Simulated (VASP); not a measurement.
# MnPt2 (P-6m2) in VASP: further runs

Runs on MnPt2. Level: PBE. Tasks: single point, relaxation of cell and atoms.

All numbers are computed with VASP 6.6.1; they aren't measurements. Logs are shortened: lines on timing, memory, paths and dates and some standing lists are left out, and cuts for length are marked.

## Step 1: The cell of the first run

Symmetry: P-6m2, No. 187, hexagonal system. The conventional cell has a = 3.741 Å, b = 3.741 Å, c = 4.493 Å, α = 90.00°, β = 90.00°, γ = 120.00°. Within 3.2 Å of Mn (site symmetry -6m2) lie 8 Pt at 2.25 to 3.12 Å. Within 2.9 Å of Pt (site symmetry -6m2) lie 3 Pt at 2.16 Å and 2 Mn at 2.25 Å. Within 2.9 Å of Pt (site symmetry -6m2) lie 3 Pt at 2.16 Å.

The cell was generated, and may not be a known phase.

## Step 2: Single point, PBE, collinear spin, ferromagnetic start

Input file INCAR:

```
  PREC = Accurate
  ENCUT = 520
  EDIFF = 1E-7
  ISMEAR = 0
  SIGMA = 0.1
  LREAL = F
  LASPH = T
  NELM = 150
  ALGO = Normal
  ISIF = 2
  LWAVE = F
  LCHARG = F
  ISPIN = 2
  MAGMOM = 4 0 0
  LORBIT = 11
  LMAXMIX = 4
  GGA = PE
  NBANDS = 28
```

Input file KPOINTS:

```
Automatic mesh
0
Gamma
  6 6 4
```

Input file POSCAR:

```
MnPt2
1.0
    3.7407762500      0.0000000000      0.0000000000
   -1.8703881300      3.2396072700      0.0000000000
    0.0000000000      0.0000000000      4.4928077700
Mn Pt
1 2
Direct
    0.3333333300      0.6666666700      0.0000000000
    0.3333333300      0.6666666700      0.5000000000
    0.6666666700      0.3333333300      0.5000000000
```

Potentials or basis: VASP PAW PBE potentials, release 64 (Mn_pv, Pt).

Command:

```
cat potpaw_PBE.64/Mn_pv/POTCAR potpaw_PBE.64/Pt/POTCAR > POTCAR
mpirun -np 1 vasp_std > vasp.out
```

OUTCAR:

```text
PREC = Accurate
   ENCUT = 520
   EDIFF = 1E-7
   ISMEAR = 0
   LREAL = F
   LASPH = T
   NELM = 150
   ISIF = 2
   ISPIN = 2
   LORBIT = 11
   GGA = PE

 ion  position               nearest neighbor table
   1  0.333  0.667  0.000-   2 2.25   2 2.25   3 3.12   3 3.12   3 3.12   3 3.12   3 3.12   3 3.12

   2  0.333  0.667  0.500-   3 2.16   3 2.16   3 2.16   1 2.25   1 2.25
   3  0.667  0.333  0.500-   2 2.16   2 2.16   2 2.16   1 3.12   1 3.12   1 3.12   1 3.12   1 3.12
                             1 3.12

  LATTYP: Found a hexagonal cell.
 ALAT       =     3.7407762500
 C/A-ratio  =     1.2010362208

  Lattice vectors:

 A1 = (   3.7407762500,   0.0000000000,   0.0000000000)
 A2 = (  -1.8703881300,   3.2396072700,   0.0000000000)
 A3 = (   0.0000000000,   0.0000000000,   4.4928077700)

Analysis of symmetry for initial positions (statically):
=====================================================================
 Subroutine PRICEL returns:
 Original cell was already a primitive cell.

 Routine SETGRP: Setting up the symmetry group for a
 hexagonal supercell.

 Subroutine GETGRP returns: Found 12 space group operations
 (whereof 12 operations were pure point group operations)
 out of a pool of 24 trial point group operations.

The static configuration has the point symmetry D_3h.

Analysis of symmetry for dynamics (positions and initial velocities):
=====================================================================
 Subroutine PRICEL returns:
 Original cell was already a primitive cell.

 Routine SETGRP: Setting up the symmetry group for a
 hexagonal supercell.

 Subroutine GETGRP returns: Found 12 space group operations
 (whereof 12 operations were pure point group operations)
 out of a pool of 24 trial point group operations.

The dynamic configuration has the point symmetry D_3h.

Analysis of structural, dynamic, and magnetic symmetry:
=====================================================================
 Subroutine PRICEL returns:
 Original cell was already a primitive cell.

 Routine SETGRP: Setting up the symmetry group for a
 hexagonal supercell.

 Subroutine GETGRP returns: Found 12 space group operations
 (whereof 12 operations were pure point group operations)
 out of a pool of 24 trial point group operations.

The overall configuration has the point symmetry D_3h.

 Subroutine INISYM returns: Found 12 space group operations
 (whereof 12 operations are pure point group operations),
 and found     1 'primitive' translations

----------------------------------------------------------------------------------------

                                     Primitive cell

  volume of cell :      54.4467

  direct lattice vectors                    reciprocal lattice vectors
     3.740776250  0.000000000  0.000000000     0.267324195  0.154339696  0.000000000
    -1.870388130  3.239607270  0.000000000     0.000000000  0.308679391  0.000000000
     0.000000000  0.000000000  4.492807770     0.000000000  0.000000000  0.222577963

  length of vectors
     3.740776250  3.740776259  4.492807770     0.308679392  0.308679391  0.222577963

  position of ions in fractional coordinates (direct lattice)
     0.333333330  0.666666670  0.000000000
     0.333333330  0.666666670  0.500000000
     0.666666670  0.333333330  0.500000000

  ion indices of the primitive-cell ions
   primitive index   ion index
                 1           1
                 2           2
                 3           3

----------------------------------------------------------------------------------------

 KPOINTS: Automatic mesh

Automatic generation of k-mesh.
 Grid dimensions read from file:
 generate k-points for:    6    6    4

 Generating k-lattice:

  Cartesian coordinates                     Fractional coordinates (reciprocal lattice)
     0.044554033  0.025723283  0.000000000     0.166666667  0.000000000  0.000000000
     0.000000000  0.051446565  0.000000000     0.000000000  0.166666667  0.000000000
     0.000000000  0.000000000  0.055644491     0.000000000  0.000000000  0.250000000

  Length of vectors
     0.051446565  0.051446565  0.055644491

  Shift w.r.t. Gamma in fractional coordinates (k-lattice)
     0.000000000  0.000000000  0.000000000

 Subroutine IBZKPT returns following result:
 ===========================================

 Found     21 irreducible k-points:

 Following reciprocal coordinates:
            Coordinates               Weight
  0.000000  0.000000  0.000000      1.000000
  0.166667  0.000000  0.000000      6.000000
  0.333333  0.000000  0.000000      6.000000
  0.500000  0.000000  0.000000      3.000000
  0.166667  0.166667  0.000000      6.000000
  0.333333  0.166667  0.000000     12.000000
[... 13 lines left out ...]
  0.333333  0.166667  0.500000     12.000000
  0.333333  0.333333  0.500000      2.000000
   k-points           NKPTS =     21   k-points in BZ     NKDIM =     21   number of bands    NBANDS=     28
   number of dos      NEDOS =    301   number of ions     NIONS =      3
   total plane-waves  NPLWV =  28224
   dimension x,y,z NGX =    28 NGY =   28 NGZ =   36
   dimension x,y,z NGXF=    56 NGYF=   56 NGZF=   72
   ions per type =               1   2
   NGX,Y,Z   is equivalent  to a cutoff of  12.44, 12.44, 13.32 a.u.
   NGXF,Y,Z  is equivalent  to a cutoff of  24.89, 24.89, 26.64 a.u.
 SYSTEM =  unknown system
   PREC   = accura    normal or accurate (medium, high low for compatibility)
   ISTART =      0    job   : 0-new  1-cont  2-samecut
   ICHARG =      2    charge: 1-file 2-atom 10-const
   ISPIN  =      2    spin polarized calculation?
   LNONCOLLINEAR =      F non collinear calculations
   LSORBIT =      F    spin-orbit coupling
   LASPH  =      T    aspherical Exc in radial PAW
   ENCUT  =  520.0 eV  38.22 Ry    6.18 a.u.   6.96  6.96  8.35*2*pi/ulx,y,z
   NELM   =    150;   NELMIN=  2; NELMDL= -5     # of ELM steps
   EDIFF  = 0.1E-06   stopping-criterion for ELM
   LREAL  =      F    real-space projection
   EDIFFG = 0.1E-05   stopping-criterion for IOM
   NSW    =      0    number of steps for IOM
   IBRION =     -1    ionic relax: 0-MD 1-quasi-New 2-CG
   NFREE  =      0    steps in history (QN), initial steepest desc. (CG)
   ISIF   =      2    stress and relaxation
   ISYM   =      2    0-nonsym 1-usesym 2-fastsym
   POTIM  = 0.5000    time-step for ionic-motion
   TEBEG  =    0.0;   TEEND  =   0.0 temperature during run
   PSTRESS=    0.0 pullay stress
   NELECT =      33.0000    total number of electrons
   NUPDOWN=      -1.0000    fix difference up-down
   EMIN   =  10.00;   EMAX   =-10.00  energy-range for DOS
   EFERMI =   0.00;   METHOD = LEGACY
   ISMEAR =     0;   SIGMA  =   0.10  broadening in eV -4-tet -1-fermi 0-gaus
   EFERMI_NEDOS =   21; number of points for ismear=-14 and -15
   IALGO  =     38    algorithm
   IMIX   =      4    mixing-type and parameters
     AMIX     =   0.40;   BMIX     =  1.00
     AMIX_MAG =   1.60;   BMIX_MAG =  1.00
  volume/ion in A,a.u.               =      18.15       122.47
  Fermi-wavevector in a.u.,A,eV,Ry     =   1.385444  2.618109 26.115755  1.919454
  Thomas-Fermi vector in A             =   2.509853
   LORBIT       =     11    0 simple, 1 ext, 2 COOP (PROOUT), +10 PAW based schemes
   GGA     = PE    functional components
   LHFCALC =     F    Hartree Fock is set to
   AEXX    =    0.0000 exact exchange contribution
   IVDW    =     0    specifies the selected vdW correction
   LEPSILON=     F    determine dielectric tensor
   LRPA    =     F    only Hartree local field effects (RPA)
 spin polarized calculation
 Gauss-broadening in eV      SIGMA  =   0.10
  energy-cutoff  :      520.00
  volume of cell :       54.45
 maximum number of plane-waves:      1479
 NGX is ok and might be reduce to    28
   NGX = 13   NGY = 13   NGZ = 17

 number of electron      33.0000012 magnetization       4.6572565

 Free energy of the ion-electron system (eV)
  ---------------------------------------------------
  ext. energy  EPLUGINS =         0.00000000
  ---------------------------------------------------
  free energy    TOTEN  =       -14.09205664 eV

  energy without entropy =      -14.07726845  energy(sigma->0) =      -14.08466254

 E-fermi :   8.0340     XC(G=0): -11.4310

 val. band max:        8.0247940687   @ k =   0.3333   0.3333   0.0000
 cond. band min:       8.0401022407   @ k =   0.5000   0.0000   0.0000
 fundamental gap:      0.0153081720
 Fermi energy:         8.0340393933

 spin component 1

 k-point     1 :       0.0000    0.0000    0.0000
  band No.  band energies     occupation
      1     -42.3520      1.00000
      2     -42.3520      1.00000
      3     -42.2918      1.00000
      4      -1.2237      1.00000
      5       0.2301      1.00000
      6       1.4144      1.00000
[... 20 lines left out ...]
     27      21.5580      0.00000
     28      22.7107      0.00000
[... 590 lines left out ...]
 k-point    21 :       0.3333    0.3333    0.5000
  band No.  band energies     occupation
      1     -42.3556      1.00000
      2     -42.3556      1.00000
      3     -42.3249      1.00000
      4      -0.9293      1.00000
      5       0.7625      1.00000
      6       1.4552      1.00000
[... 20 lines left out ...]
     27      23.2098      0.00000
     28      23.6588      0.00000
 Fermi energy:         8.0340393933

 spin component 2

 k-point     1 :       0.0000    0.0000    0.0000
  band No.  band energies     occupation
      1     -38.1237      1.00000
      2     -37.9450      1.00000
      3     -37.9450      1.00000
      4      -1.0958      1.00000
      5       0.8558      1.00000
      6       1.8292      1.00000
[... 20 lines left out ...]
     27      21.9937      0.00000
     28      23.2438      0.00000
[... 590 lines left out ...]
 k-point    21 :       0.3333    0.3333    0.5000
  band No.  band energies     occupation
      1     -38.1638      1.00000
      2     -37.9497      1.00000
      3     -37.9496      1.00000
      4      -0.8742      1.00000
      5       0.8874      1.00000
      6       1.5439      1.00000
[... 20 lines left out ...]
     27      24.1027      0.00000
     28      24.3387      0.00000

------------------------ aborting loop because EDIFF is reached ----------------------------------------

  FORCE on cell =-STRESS in cart. coord.  units (eV):
  Direction    XX          YY          ZZ          XY          YZ          ZX
  --------------------------------------------------------------------------------------
  -------------------------------------------------------------------------------------
  Total       32.9755470     32.9755471     15.3514960     -0.0000001      0.0000000      0.0000000
  in kB      970.3550182    970.3550227    451.7408357     -0.0000015      0.0000000      0.0000000
  external PRESSURE =     797.4836255 kB  Pullay stress =       0.0000000 kB

 VOLUME and BASIS-vectors are now :
 -----------------------------------------------------------------------------
  energy-cutoff  :      520.00
  volume of cell :       54.45
      direct lattice vectors                 reciprocal lattice vectors
     3.740776250  0.000000000  0.000000000     0.267324195  0.154339696  0.000000000
    -1.870388130  3.239607270  0.000000000     0.000000000  0.308679391  0.000000000
     0.000000000  0.000000000  4.492807770     0.000000000  0.000000000  0.222577963

 POSITION                                       TOTAL-FORCE (eV/Angst)
 -----------------------------------------------------------------------------------
     -0.00000      2.15974      0.00000        -0.000000     -0.000000      0.000000
     -0.00000      2.15974      2.24640         0.000000      0.000000      0.000000
      1.87039      1.07987      2.24640         0.000000     -0.000000      0.000000
 -----------------------------------------------------------------------------------
    total drift:                                0.000021     -0.000012     -0.000000

  FREE ENERGIE OF THE ION-ELECTRON SYSTEM (eV)
  ---------------------------------------------------
  free  energy   TOTEN  =       -14.0920566403 eV

  energy  without entropy=      -14.0772684493  energy(sigma->0) =      -14.08466254

 total charge

# of ion       s       p       d       tot
------------------------------------------
    1        0.331   6.214   5.035  11.580
    2        1.067   0.983   8.454  10.504
    3        0.940   0.831   8.370  10.141
--------------------------------------------------
tot          2.338   8.029  21.859  32.225

 magnetization (x)

# of ion       s       p       d       tot
------------------------------------------
    1        0.069   0.034   4.000   4.104
    2       -0.009   0.010   0.180   0.180
    3        0.004  -0.006   0.083   0.081
--------------------------------------------------
tot          0.064   0.038   4.263   4.365
```

Run time: 58 s. Hardware: 1 thread of Intel Xeon Platinum 8488C (Sapphire Rapids), shared host; peak memory 0.21 GiB.

What came out:

- Free energy: -14.0921 eV
- Pressure: 79.7 GPa
- Net moment: 4.66 μB per cell
- Site moments: Mn +4.10; Pt +0.18, +0.08 μB
- Valence electrons inside the program's atomic spheres: Mn 11.58; Pt 10.50, 10.14

Caveat: the stress differs along the axes, from 45 to 97 GPa; spin-orbit coupling is left out, which moves the levels of the heavy elements.

(Part 1 of 2 ends here.)
